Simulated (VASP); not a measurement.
# H21ClO10 in VASP: further runs, part 2 of 2

VASP 6.6.1. The steps go on from the part before.

## (3) Single point, r2SCAN

POSCAR reads:

```
H21ClO10
1.0
    7.0540040000      0.0000000000      0.0000000000
    0.0000000000      7.0540040000      0.0000000000
    0.0000000000      0.0000000000      7.0540040000
O H Cl
10 21 1
Direct
    0.3558688087      0.3195490107      0.2650267848
    0.6909267417      0.7647571507      0.0637226744
    0.4708106205      0.7905297474      0.6793588436
    0.3622906933     -0.0399064134      1.0030757000
    0.3700168018      0.4445702044      0.8722989100
    0.9277567747      0.5578959127      0.6293446956
    0.7135947187      0.2647999633      0.8859790837
    0.9547768898      0.4750068188      0.2283667545
    0.2437339134      0.9192651436      0.3705129739
    1.0315134497      1.0311590410      0.8107310401
    0.3596538930      0.2612417005      0.1402182363
    0.3426989834      0.2128011268      0.3449246697
    0.6857523755      0.8847315652     -0.0070598202
    0.8176916259      0.7253469094      0.0227388587
    0.3761835122      0.8225682889      0.5779837947
    0.5808474166      0.8610854204      0.6475754763
    0.2384036074      0.0073291708      0.9635378715
    0.4151968159     -0.0873546428      0.8852986191
    0.4060814255      0.5682446452      0.8229085212
    0.2480718752      0.4224125759      0.8025938176
    0.8998719025      0.5242979732      0.4982418496
    0.8363051680      0.4724267239      0.6935918948
    0.7660897272      0.3531894793      0.9736456061
    0.5772466248      0.2888997511      0.8964837559
    0.8851001502      0.3851287864      0.3104194440
    1.0831437011      0.4363904529      0.2394810097
    0.1061241247      0.8962994634      0.3875812943
    0.2813012298      0.8887576474      0.2375246739
    1.0115531548      0.9184287392      0.7369856893
    0.9130275514      1.1059676178      0.8027497574
    0.7482842369      0.8553581767      0.2729088331
    0.7772181587      0.9849016247      0.4202719477
```

INCAR.step1 reads:

```
PREC     = Accurate       # precision mode
ENCUT    = 910            # plane-wave cutoff, eV
ISMEAR   = -1             # smearing method
SIGMA    = 0.02           # smearing width, eV
LREAL    = Auto         
LASPH    = T              # aspherical terms in the spheres
NELM     = 120            # most SCF steps
NBANDS   = 66             # bands
GGA      = PE             # functional
ALGO     = Normal         # electronic algorithm
EDIFF    = 1E-5           # SCF threshold, eV
LWAVE    = T              # write WAVECAR
LCHARG   = F              # write CHGCAR
GGA_COMPAT= F
```

INCAR.step2 reads:

```
PREC     = Accurate       # precision mode
ENCUT    = 910            # plane-wave cutoff, eV
EDIFF    = 1E-6           # SCF threshold, eV
ISMEAR   = -1             # smearing method
SIGMA    = 0.02           # smearing width, eV
LREAL    = Auto         
LASPH    = T              # aspherical terms in the spheres
NELM     = 120            # most SCF steps
ALGO     = Normal         # electronic algorithm
ISIF     = 2              # what is computed and relaxed
LWAVE    = F              # write WAVECAR
LCHARG   = T              # write CHGCAR
METAGGA  = R2SCAN         # meta-GGA
LMIXTAU  = T            
LELF     = T              # ELF
LVHAR    = T            
NBANDS   = 66             # bands
ISTART   = 1            
GGA_COMPAT= F
```

KPOINTS reads:

```
Automatic mesh
0
Gamma
  1 1 1
```

Potentials or basis: VASP PAW PBE potentials, release 64 (O_h, H_h, Cl).

Started as:

```sh
$ cat potpaw_PBE.64/O_h/POTCAR potpaw_PBE.64/H_h/POTCAR potpaw_PBE.64/Cl/POTCAR > POTCAR
$ cp INCAR.step1 INCAR
$ mpirun -np 1 vasp_gam > vasp.out
$ cp INCAR.step2 INCAR
$ mpirun -np 1 vasp_gam > vasp.out
```

OUTCAR:

```text
PREC = Accurate
   ENCUT = 910
   EDIFF = 1E-6
   ISMEAR = -1
   LREAL = Auto
   LASPH = T
   NELM = 120
   ISIF = 2
   METAGGA = R2SCAN
   ISTART = 1

 ion  position               nearest neighbor table
   1  0.356  0.320  0.265-  12 0.95  11 0.97
   2  0.691  0.765  0.064-  14 0.98  13 0.98
   3  0.471  0.791  0.679-  16 0.95  15 1.00
[... 321 lines left out ...]
  -------------------------------------------------------------------------------------
  Total       -3.6698341     -3.0621877     -2.5216163     -1.1086582     -0.0089484     -0.4361020
  in kB      -16.7513535    -13.9776860    -11.5101896     -5.0605900     -0.0408461     -1.9906345
  external PRESSURE =     -14.0797431 kB  Pullay stress =       0.0000000 kB

 VOLUME and BASIS-vectors are now :
 -----------------------------------------------------------------------------
  energy-cutoff  :      910.00
  volume of cell :      351.00
      direct lattice vectors                 reciprocal lattice vectors
     7.054004000  0.000000000  0.000000000     0.141763458  0.000000000  0.000000000
     0.000000000  7.054004000  0.000000000     0.000000000  0.141763458  0.000000000
     0.000000000  0.000000000  7.054004000     0.000000000  0.000000000  0.141763458

 POSITION                                       TOTAL-FORCE (eV/Angst)
 -----------------------------------------------------------------------------------
      2.51030      2.25410      1.86950        -0.171917      0.622683     -0.914229
      4.87380      5.39460      0.44950         1.427237      0.815811     -0.499636
      3.32110      5.57640      4.79220        -1.556800     -0.237644     -0.247655
      2.55560      6.77250      0.02170        -0.451625      0.661805      0.577863
      2.61010      3.13600      6.15320        -1.811523     -0.127146     -1.050731
      6.54440      3.93540      4.43940        -1.084213     -1.097983      0.315995
[... 24 lines left out ...]
      5.27840      6.03370      1.92510        -0.215364      0.652751      0.298020
      5.48250      6.94750      2.96460         0.036626     -0.483989     -0.787487
 -----------------------------------------------------------------------------------
    total drift:                                0.000514      0.001560      0.000297

  FREE ENERGIE OF THE ION-ELECTRON SYSTEM (eV)
  ---------------------------------------------------
  free  energy   TOTEN  =      -168.1525985075 eV

  energy  without entropy=     -168.1525985075  energy(sigma->0) =     -168.15259851
```

OUTCAR.step1:

```text
PREC = Accurate
   ENCUT = 910
   ISMEAR = -1
   LREAL = Auto
   LASPH = T
   NELM = 120
[... 348 lines left out ...]
      2.61010      3.13600      6.15320        -1.601617     -0.429677     -0.734701
      6.54440      3.93540      4.43940        -0.727137     -0.744800      0.554775
[... 24 lines left out ...]
      5.27840      6.03370      1.92510        -0.231741      0.534716      0.161099
      5.48250      6.94750      2.96460         0.076076     -0.341805     -0.610862
 -----------------------------------------------------------------------------------
    total drift:                                0.003521      0.001346      0.002962

  FREE ENERGIE OF THE ION-ELECTRON SYSTEM (eV)
  ---------------------------------------------------
  free  energy   TOTEN  =      -151.9477298571 eV

  energy  without entropy=     -151.9477298570  energy(sigma->0) =     -151.94772986
```

It took 3.5 min on 1 thread of Intel Xeon 6975P-C (Granite Rapids), shared host; peak memory 0.78 GiB.

Results:

- Free energy: -168.1526 eV
- Pressure: -1.4 GPa
- Largest force: 2.098 eV/Å
- Band gap on the k mesh: 5.11 eV

Forces on the atoms (eV/Å):
```
O   -0.172  0.623 -0.914
O    1.427  0.816 -0.500
O   -1.557 -0.238 -0.248
O   -0.452  0.662  0.578
O   -1.812 -0.127 -1.051
O   -1.084 -1.098  0.316
O   -0.170 -0.307 -0.400
O   -1.941 -0.378  0.526
O   -0.807 -0.458 -0.080
O   -0.722  0.487  0.122
H    0.111  0.313  0.261
H   -0.163 -0.954  0.743
H   -0.520 -0.322  0.596
H   -0.402 -0.428  0.466
H    0.791 -0.097  0.383
H    0.737  0.240 -0.589
H    0.133 -0.064 -0.144
H   -0.179 -0.443 -0.261
H    0.298 -0.048  0.079
H    1.429  0.066  0.819
H    0.543  0.800  0.304
H    0.661  0.669 -0.073
H    0.438  0.270  0.685
H    0.015  0.114 -0.391
H    0.548  0.350 -1.146
H    1.474 -0.441  0.107
H    1.342  0.197 -0.500
H   -0.327  0.159  0.815
H   -0.092 -0.101 -0.186
H    0.627 -0.430  0.170
H   -0.215  0.653  0.298
Cl   0.037 -0.484 -0.787
```

Levels at points of the mesh, in eV from the valence-band top:
```
           k point  band 40  band 41  band 42  band 43  band 44  band 45  band 46  band 47  band 48  band 49
(0.00, 0.00, 0.00)    -0.41    -0.38    -0.36    -0.14     0.00     5.11     7.66     7.73     8.36     8.49
```

Caveat: the k points lie up to 0.89 Å⁻¹ apart; the cutoff is under 1.25 times the usual one of these potentials, so pressure, stress and relaxed cells hold a basis-set (Pulay) error; the atoms stand as in a frame of molecular dynamics; the PAW data sets were made with another functional, which shifts forces and pressure a little.

## (4) Single point, r2SCAN

POSCAR reads:

```
H21ClO10
1.0
    7.0540040000      0.0000000000      0.0000000000
    0.0000000000      7.0540040000      0.0000000000
    0.0000000000      0.0000000000      7.0540040000
O H Cl
10 21 1
Direct
    0.3721716064      0.3253471362      0.2649275504
    0.6949811766      0.7693077577      0.0758292737
    0.4597672471      0.7788626148      0.6656361408
    0.3606604136     -0.0272894657      0.9971925165
    0.3693079845      0.4476322951      0.8753326480
    0.9184145628      0.5663166621      0.6106602718
    0.7244396232      0.2641903804      0.8859082019
    0.9516722701      0.4790329010      0.2178479060
    0.2473205289      0.9264241982      0.3761693359
    1.0336257252      1.0053864444      0.8184996776
    0.4174933839      0.3155371049      0.1358660982
    0.3944001166      0.2073999391      0.3210942324
    0.6934359550      0.8909266283      0.0089878032
    0.8223839964      0.7169545126      0.0754890414
    0.3690811630      0.8074704806      0.5618511132
    0.5810742381      0.8166425763      0.6228519292
    0.2402040033      0.0362347399      0.9896507005
    0.3787919599     -0.1034022663      0.8826051134
    0.4039407973      0.5479157653      0.7906006291
    0.2366882695      0.4289478713      0.8269204270
    0.8822081757      0.5937904203      0.4847601447
    0.7993757871      0.5387578459      0.6724124341
    0.7984685010      0.3138217670      0.9796705531
    0.5984686144      0.3167987997      0.8910967445
    0.9057834387      0.3496737456      0.2437622661
    1.0855111508      0.4713351453      0.2502833852
    0.1184008401      0.9821514136      0.3670681219
    0.2889848092      0.8984967970      0.2481711096
    0.9909265716      0.9277000694      0.7092000515
    0.9030190513      1.0565630527      0.8468665456
    0.6968666306      0.8852419137      0.2812161717
    0.7714625623      0.9759279978      0.4311735576
```

INCAR.step1 reads:

```
SYSTEM = H21ClO10
PREC = Accurate
ENCUT = 910
ISMEAR = -1
SIGMA = 0.02
LREAL = Auto
LASPH = .True.
NELM = 120
NBANDS = 66
GGA = PE
ALGO = Normal
EDIFF = 1E-5
LWAVE = .True.
LCHARG = .False.
GGA_COMPAT = .False.
```

INCAR.step2 reads:

```
SYSTEM = H21ClO10
PREC = Accurate
ENCUT = 910
EDIFF = 1E-6
ISMEAR = -1
SIGMA = 0.02
LREAL = Auto
LASPH = .True.
NELM = 120
ALGO = Normal
ISIF = 2
LWAVE = .False.
LCHARG = .False.
METAGGA = R2SCAN
LMIXTAU = .True.
NBANDS = 66
ISTART = 1
GGA_COMPAT = .False.
```

KPOINTS reads:

```
regular mesh
0
Gamma
  1 1 1
  0 0 0
```

Started as:

```sh
$ cat potpaw_PBE.64/O_h/POTCAR potpaw_PBE.64/H_h/POTCAR potpaw_PBE.64/Cl/POTCAR > POTCAR
$ cp INCAR.step1 INCAR
$ mpirun -np 1 vasp_gam > vasp.out
$ cp INCAR.step2 INCAR
$ mpirun -np 1 vasp_gam > vasp.out
```

Run time: 3.5 min. Hardware: 1 thread of Intel Xeon 6975P-C (Granite Rapids), shared host; peak memory 0.78 GiB.

The run converged. Its results:

```
Free energy            : -167.7616 eV
Pressure               : -0.3 GPa
Largest force          : 3.151 eV/Å
Band gap on the k mesh : 5.00 eV
```

Forces on the atoms (eV/Å):
```
O   -0.297  1.520 -0.738
O   -0.142  0.639  0.215
O   -1.536 -0.679  0.240
O    0.668 -0.059  0.880
O   -2.100 -0.572 -0.626
O    0.002  0.040  1.332
O   -0.999 -1.775 -2.251
O   -0.150 -0.965 -0.061
O   -1.205  0.428  0.303
O   -3.028 -0.176 -0.853
H   -0.227  0.078  0.173
H    0.165 -1.481  0.661
H    0.072 -0.671  0.051
H   -0.091  0.149 -0.114
H    0.506  0.142  0.354
H    0.728  0.374 -0.426
H    0.093 -0.269 -0.733
H   -0.339  0.295  0.103
H    0.722  0.914 -0.280
H    1.483 -0.275  0.813
H   -0.057  0.078 -1.169
H    0.202 -0.227  0.103
H    1.459  1.602  2.108
H   -0.487  0.122  0.088
H    0.300  1.008  0.125
H    0.050 -0.123 -0.125
H    1.365 -0.697  0.025
H   -0.013  0.074 -0.467
H    1.065  0.161  0.783
H    1.538  0.161 -0.091
H    0.308 -0.391 -0.288
Cl  -0.055  0.574 -0.136
```

Stress tensor (GPa, compression positive):
```
-1.44  0.91 -0.15
 0.91 -0.59 -0.48
-0.15 -0.48  1.20
```

Levels at points of the mesh, in eV from the valence-band top:
```
           k point  band 41  band 42  band 43  band 44  band 45  band 46  band 47  band 48
(0.00, 0.00, 0.00)    -0.51    -0.21    -0.17     0.00     5.00     7.45     7.88     8.01
```

Caveat: the k points lie up to 0.89 Å⁻¹ apart; the cutoff is under 1.25 times the usual one of these potentials, so pressure, stress and relaxed cells hold a basis-set (Pulay) error; the atoms stand as in a frame of molecular dynamics; the PAW data sets were made with another functional, which shifts forces and pressure a little.

## (5) Summary

```tsv
cell	gap on the mesh (eV)	pressure (GPa)	largest force (eV/Å)
as given, atomic positions A	5.17	-1.4	2.03
as given, atomic positions B	5.11	-1.4	2.10
as given, atomic positions C	5.00	-0.3	3.15
```

Alike in all rows: task single point; level r2SCAN; potentials or basis VASP PAW PBE potentials, release 64 (O_h, H_h, Cl); no spin polarisation; k mesh 1 × 1 × 1; cutoff (eV) 910; smearing fermi-dirac 0.02 eV.

Caveats: all runs use coarse meshes; the cutoff is under 1.25 times the usual one of these potentials, so pressure, stress and relaxed cells hold a basis-set (Pulay) error; the atoms stand as in a frame of molecular dynamics; the PAW data sets were made with another functional, which shifts forces and pressure a little.

Total energies depend on the potentials used, so only differences within one code and one set of settings carry meaning.
